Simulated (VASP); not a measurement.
# Pb (Fm-3m) in VASP: further runs

Pb is run at these levels: PBEsol; tasks: single point.

Everything below comes from runs of VASP 6.6.1. Logs are shortened: lines on timing, memory, paths and dates and some standing lists are left out, and cuts for length are marked.

### 1 The cell of the first run

Symmetry: Fm-3m, No. 225, cubic system. The conventional cell has a = 4.884 Å, b = 4.884 Å, c = 4.884 Å, α = 90.00°, β = 90.00°, γ = 90.00°. Pb (site symmetry m-3m) has 12 Pb at 3.45 Å within 4.5 Å.

### 2 Single point, PBEsol (volume scaled by 0.97)

Input file INCAR:

```
PREC = Accurate
ENCUT = 520
EDIFF = 1E-6
ISMEAR = 0
SIGMA = 0.1
LREAL = False
LASPH = True
NELM = 100
ALGO = Normal
ISIF = 2
LWAVE = False
LCHARG = True
GGA = PS
LELF = True
LVHAR = True
NBANDS = 13
```

Input file KPOINTS:

```
regular mesh
0
Gamma
  14 14 14
```

Input file POSCAR:

```
Pb
1.0
    0.0000000000      2.4419875296      2.4419875296
    2.4419875296      0.0000000000      2.4419875296
    2.4419875296      2.4419875296      0.0000000000
Pb
1
Direct
    0.0000000000      0.0000000000      0.0000000000
```

Potentials or basis: VASP PAW PBE potentials, release 64 (Pb_d).

Started as:

```console
cat potpaw_PBE.64/Pb_d/POTCAR > POTCAR
mpirun -np 1 vasp_std > vasp.out
```

OUTCAR:

```text
PREC = Accurate
   ENCUT = 520
   EDIFF = 1E-6
   ISMEAR = 0
   LREAL = False
   LASPH = True
   NELM = 100
   ISIF = 2
   GGA = PS

 ion  position               nearest neighbor table
   1  0.000  0.000  0.000-

  LATTYP: Found a face centered cubic cell.
 ALAT       =     4.8839750592

  Lattice vectors:

 A1 = (   0.0000000000,   2.4419875296,   2.4419875296)
 A2 = (   2.4419875296,   0.0000000000,   2.4419875296)
 A3 = (   2.4419875296,   2.4419875296,   0.0000000000)

Analysis of symmetry for initial positions (statically):
=====================================================================
 Subroutine PRICEL returns:
 Original cell was already a primitive cell.

 Routine SETGRP: Setting up the symmetry group for a
 face centered cubic supercell.

 Subroutine GETGRP returns: Found 48 space group operations
[... 9 lines left out ...]

 Routine SETGRP: Setting up the symmetry group for a
 face centered cubic supercell.

 Subroutine GETGRP returns: Found 48 space group operations
[... 11 lines left out ...]
                                     Primitive cell

  volume of cell :      29.1246

  direct lattice vectors                    reciprocal lattice vectors
     0.000000000  2.441987530  2.441987530    -0.204751250  0.204751250  0.204751250
     2.441987530  0.000000000  2.441987530     0.204751250 -0.204751250  0.204751250
     2.441987530  2.441987530  0.000000000     0.204751250  0.204751250 -0.204751250

  length of vectors
     3.453491884  3.453491884  3.453491884     0.354639569  0.354639569  0.354639569

  position of ions in fractional coordinates (direct lattice)
     0.000000000  0.000000000  0.000000000

  ion indices of the primitive-cell ions
   primitive index   ion index
                 1           1

----------------------------------------------------------------------------------------

 KPOINTS: regular mesh

Automatic generation of k-mesh.
 Grid dimensions read from file:
 generate k-points for:   14   14   14

 Generating k-lattice:

  Cartesian coordinates                     Fractional coordinates (reciprocal lattice)
    -0.014625089  0.014625089  0.014625089     0.071428571  0.000000000  0.000000000
     0.014625089 -0.014625089  0.014625089     0.000000000  0.071428571  0.000000000
     0.014625089  0.014625089 -0.014625089     0.000000000  0.000000000  0.071428571

  Length of vectors
     0.025331398  0.025331398  0.025331398

  Shift w.r.t. Gamma in fractional coordinates (k-lattice)
     0.000000000  0.000000000  0.000000000

 Subroutine IBZKPT returns following result:
 ===========================================

 Found    104 irreducible k-points:

 Following reciprocal coordinates:
            Coordinates               Weight
  0.000000  0.000000  0.000000      1.000000
  0.071429  0.000000  0.000000      8.000000
  0.142857  0.000000  0.000000      8.000000
  0.214286  0.000000  0.000000      8.000000
  0.285714  0.000000  0.000000      8.000000
  0.357143  0.000000  0.000000      8.000000
[... 16 lines left out ...]
  0.214286  0.142857  0.000000     24.000000
  0.285714  0.142857  0.000000     24.000000
 [... further k-points ...]
   k-points           NKPTS =    104   k-points in BZ     NKDIM =    104   number of bands    NBANDS=     13
   number of dos      NEDOS =    301   number of ions     NIONS =      1
   total plane-waves  NPLWV =  21952
   dimension x,y,z NGX =    28 NGY =   28 NGZ =   28
   dimension x,y,z NGXF=    56 NGYF=   56 NGZF=   56
   ions per type =               1
   NGX,Y,Z   is equivalent  to a cutoff of  13.48, 13.48, 13.48 a.u.
   NGXF,Y,Z  is equivalent  to a cutoff of  26.96, 26.96, 26.96 a.u.
 SYSTEM =  unknown system
   PREC   = accura    normal or accurate (medium, high low for compatibility)
   ISTART =      0    job   : 0-new  1-cont  2-samecut
   ICHARG =      2    charge: 1-file 2-atom 10-const
   ISPIN  =      1    spin polarized calculation?
   LNONCOLLINEAR =      F non collinear calculations
   LSORBIT =      F    spin-orbit coupling
   LASPH  =      T    aspherical Exc in radial PAW
   ENCUT  =  520.0 eV  38.22 Ry    6.18 a.u.   6.42  6.42  6.42*2*pi/ulx,y,z
   NELM   =    100;   NELMIN=  2; NELMDL= -5     # of ELM steps
   EDIFF  = 0.1E-05   stopping-criterion for ELM
   LREAL  =      F    real-space projection
   EDIFFG = 0.1E-04   stopping-criterion for IOM
   NSW    =      0    number of steps for IOM
   IBRION =     -1    ionic relax: 0-MD 1-quasi-New 2-CG
   NFREE  =      0    steps in history (QN), initial steepest desc. (CG)
   ISIF   =      2    stress and relaxation
   ISYM   =      2    0-nonsym 1-usesym 2-fastsym
   POTIM  = 0.5000    time-step for ionic-motion
   TEBEG  =    0.0;   TEEND  =   0.0 temperature during run
   PSTRESS=    0.0 pullay stress
   NELECT =      14.0000    total number of electrons
   NUPDOWN=      -1.0000    fix difference up-down
   EMIN   =  10.00;   EMAX   =-10.00  energy-range for DOS
   EFERMI =   0.00;   METHOD = LEGACY
   ISMEAR =     0;   SIGMA  =   0.10  broadening in eV -4-tet -1-fermi 0-gaus
   EFERMI_NEDOS =   21; number of points for ismear=-14 and -15
   IALGO  =     38    algorithm
   IMIX   =      4    mixing-type and parameters
     AMIX     =   0.40;   BMIX     =  1.00
     AMIX_MAG =   1.60;   BMIX_MAG =  1.00
  volume/ion in A,a.u.               =      29.12       196.54
  Fermi-wavevector in a.u.,A,eV,Ry     =   1.282421  2.423425 22.376203  1.644604
  Thomas-Fermi vector in A             =   2.414734
   LORBIT       =      0    0 simple, 1 ext, 2 COOP (PROOUT), +10 PAW based schemes
   GGA     = PS    functional components
   LHFCALC =     F    Hartree Fock is set to
   AEXX    =    0.0000 exact exchange contribution
   IVDW    =     0    specifies the selected vdW correction
   LEPSILON=     F    determine dielectric tensor
   LRPA    =     F    only Hartree local field effects (RPA)
 non-spin polarized calculation
 Gauss-broadening in eV      SIGMA  =   0.10
  energy-cutoff  :      520.00
  volume of cell :       29.12
 maximum number of plane-waves:       801
 NGX is ok and might be reduce to    28
   NGX = 13   NGY = 13   NGZ = 13

 number of electron      13.9999999 magnetization

 Free energy of the ion-electron system (eV)
  ---------------------------------------------------
  ext. energy  EPLUGINS =         0.00000000
  ---------------------------------------------------
  free energy    TOTEN  =        -3.99915503 eV

  energy without entropy =       -3.99720173  energy(sigma->0) =       -3.99817838

 E-fermi :   7.6085     XC(G=0): -10.5363

 val. band max:        7.5862338158   @ k =  -0.2857   0.2857   0.0714
 cond. band min:       7.6573157313   @ k =   0.3571   0.2143   0.0000
 fundamental gap:      0.0710819155
 Fermi energy:         7.6084651974

 k-point     1 :       0.0000    0.0000    0.0000
  band No.  band energies     occupation
      1      -9.4581      2.00000
      2      -9.4581      2.00000
      3      -9.4581      2.00000
      4      -9.2975      2.00000
      5      -9.2975      2.00000
      6      -4.4896      2.00000
      7      15.2934      0.00000
      8      15.2934      0.00000
      9      15.2934      0.00000
     10      17.3461      0.00000
     11      19.3934      0.00000
     12      20.3430      0.00000
     13      20.3430      0.00000

 k-point     2 :       0.0714    0.0000    0.0000
  band No.  band energies     occupation
      1      -9.4586      2.00000
      2      -9.4497      2.00000
      3      -9.4497      2.00000
      4      -9.2983      2.00000
      5      -9.2983      2.00000
      6      -4.3871      2.00000
      7      14.0503      0.00000
      8      15.1640      0.00000
      9      15.1640      0.00000
     10      17.1504      0.00000
     11      19.8800      0.00000
     12      20.5719      0.00000
     13      20.5719      0.00000

 k-point     3 :       0.1429    0.0000    0.0000
  band No.  band energies     occupation
      1      -9.4608      2.00000
      2      -9.4306      2.00000
      3      -9.4306      2.00000
      4      -9.2956      2.00000
      5      -9.2956      2.00000
      6      -4.0788      2.00000
      7      11.7961      0.00000
      8      14.8351      0.00000
      9      14.8351      0.00000
     10      16.9224      0.00000
     11      20.5015      0.00000
     12      21.0504      0.00000
     13      21.1198      0.00000

 k-point     4 :       0.2143    0.0000    0.0000
  band No.  band energies     occupation
      1      -9.4666      2.00000
      2      -9.4177      2.00000
      3      -9.4177      2.00000
      4      -9.2763      2.00000
      5      -9.2763      2.00000
      6      -3.5648      2.00000
      7       9.4808      0.00000
      8      14.4185      0.00000
      9      14.4185      0.00000
     10      16.7505      0.00000
     11      19.7120      0.00000
     12      20.5077      0.00000
     13      20.5077      0.00000

 k-point     5 :       0.2857    0.0000    0.0000
  band No.  band energies     occupation
      1      -9.4761      2.00000
      2      -9.4210      2.00000
      3      -9.4210      2.00000
      4      -9.2364      2.00000
      5      -9.2364      2.00000
      6      -2.8547      2.00000
      7       7.3070      1.99998
      8      14.0060      0.00000
      9      14.0060      0.00000
     10      16.6603      0.00000
     11      18.8250      0.00000
     12      19.8551      0.00000
     13      19.8551      0.00000

 k-point     6 :       0.3571    0.0000    0.0000
  band No.  band energies     occupation
      1      -9.4872      2.00000
      2      -9.4323      2.00000
      3      -9.4323      2.00000
      4      -9.1915      2.00000
      5      -9.1915      2.00000
      6      -1.9853      2.00000
      7       5.3699      2.00000
      8      13.6633      0.00000
      9      13.6633      0.00000
     10      16.6595      0.00000
     11      18.1151      0.00000
     12      19.3806      0.00000
     13      19.3806      0.00000

 k-point     7 :       0.4286    0.0000    0.0000
  band No.  band energies     occupation
      1      -9.4960      2.00000
      2      -9.4423      2.00000
      3      -9.4423      2.00000
      4      -9.1580      2.00000
      5      -9.1580      2.00000
      6      -1.0870      2.00000
      7       3.8241      2.00000
      8      13.4377      0.00000
      9      13.4377      0.00000
     10      16.7384      0.00000
     11      17.6091      0.00000
     12      19.0970      0.00000
     13      19.0970      0.00000
[... 193 lines left out ...]
 k-point    20 :      -0.1429    0.0714    0.0000
  band No.  band energies     occupation
      1      -9.4649      2.00000
      2      -9.4178      2.00000
      3      -9.4156      2.00000
      4      -9.3121      2.00000
      5      -9.2732      2.00000
      6      -3.8389      2.00000
      7      11.0019      0.00000
      8      13.1952      0.00000
      9      15.3006      0.00000
     10      17.3653      0.00000
     11      19.5671      0.00000
     12      20.3660      0.00000
     13      20.5692      0.00000

 k-point    21 :      -0.0714    0.0714    0.0000
  band No.  band energies     occupation
      1      -9.4625      2.00000
      2      -9.4394      2.00000
      3      -9.4317      2.00000
      4      -9.3077      2.00000
      5      -9.2893      2.00000
      6      -4.2160      2.00000
      7      13.0374      0.00000
      8      13.9788      0.00000
      9      15.4115      0.00000
     10      17.2335      0.00000
     11      19.9144      0.00000
     12      20.4485      0.00000
     13      20.8781      0.00000

 k-point    22 :       0.1429    0.1429    0.0000
  band No.  band energies     occupation
      1      -9.4940      2.00000
      2      -9.3958      2.00000
      3      -9.3958      2.00000
      4      -9.3367      2.00000
      5      -9.2714      2.00000
      6      -3.9424      2.00000
      7      12.8493      0.00000
      8      13.4772      0.00000
      9      13.4772      0.00000
     10      16.2209      0.00000
     11      18.2167      0.00000
     12      22.4049      0.00000
     13      22.6680      0.00000

 k-point    23 :       0.2143    0.1429    0.0000
  band No.  band energies     occupation
      1      -9.5052      2.00000
      2      -9.3779      2.00000
      3      -9.3695      2.00000
      4      -9.3433      2.00000
      5      -9.2537      2.00000
      6      -3.5659      2.00000
      7      11.0255      0.00000
      8      12.8932      0.00000
      9      13.2592      0.00000
     10      16.2984      0.00000
     11      17.3075      0.00000
     12      22.1217      0.00000
     13      22.9074      0.00000

 k-point    24 :       0.2857    0.1429    0.0000
  band No.  band energies     occupation
      1      -9.5067      2.00000
      2      -9.3931      2.00000
      3      -9.3605      2.00000
      4      -9.3141      2.00000
      5      -9.2195      2.00000
      6      -2.9881      2.00000
      7       8.8950      0.00000
      8      12.4565      0.00000
      9      12.7591      0.00000
     10      16.0894      0.00000
     11      17.7739      0.00000
     12      21.7307      0.00000
     13      22.1826      0.00000

 [... further k-points ...]
[... 5 lines left out ...]
  --------------------------------------------------------------------------------------
  -------------------------------------------------------------------------------------
  Total        0.2752826      0.2752826      0.2752826      0.0000000     -0.0000000      0.0000000
  in kB       15.1435978     15.1435978     15.1435978      0.0000000     -0.0000000      0.0000000
  external PRESSURE =      15.1435978 kB  Pullay stress =       0.0000000 kB

 VOLUME and BASIS-vectors are now :
 -----------------------------------------------------------------------------
  energy-cutoff  :      520.00
  volume of cell :       29.12
      direct lattice vectors                 reciprocal lattice vectors
     0.000000000  2.441987530  2.441987530    -0.204751250  0.204751250  0.204751250
     2.441987530  0.000000000  2.441987530     0.204751250 -0.204751250  0.204751250
     2.441987530  2.441987530  0.000000000     0.204751250  0.204751250 -0.204751250

 POSITION                                       TOTAL-FORCE (eV/Angst)
 -----------------------------------------------------------------------------------
      0.00000      0.00000      0.00000         0.000000     -0.000000      0.000000
 -----------------------------------------------------------------------------------
    total drift:                               -0.000000     -0.000000     -0.000000

  FREE ENERGIE OF THE ION-ELECTRON SYSTEM (eV)
  ---------------------------------------------------
  free  energy   TOTEN  =        -3.9991550254 eV

  energy  without entropy=       -3.9972017275  energy(sigma->0) =       -3.99817838
```

Run time: 67 s. Hardware: 1 thread of AMD EPYC 7R13 (Zen 3), shared host; peak memory 0.15 GiB.

What came out:

| Property | Result |
| --- | --- |
| Free energy | -3.9992 eV |
| Pressure | 1.5 GPa |
| Band gap on the k mesh | zero (band 7 reaches 15.29 eV, above the bottom of band 8 at 5.91 eV) |

Caveat: the PAW data sets were made with another functional, which shifts forces and pressure a little; spin-orbit coupling is left out, which moves the levels of the heavy elements.

(Part 1 of 2 ends here.)
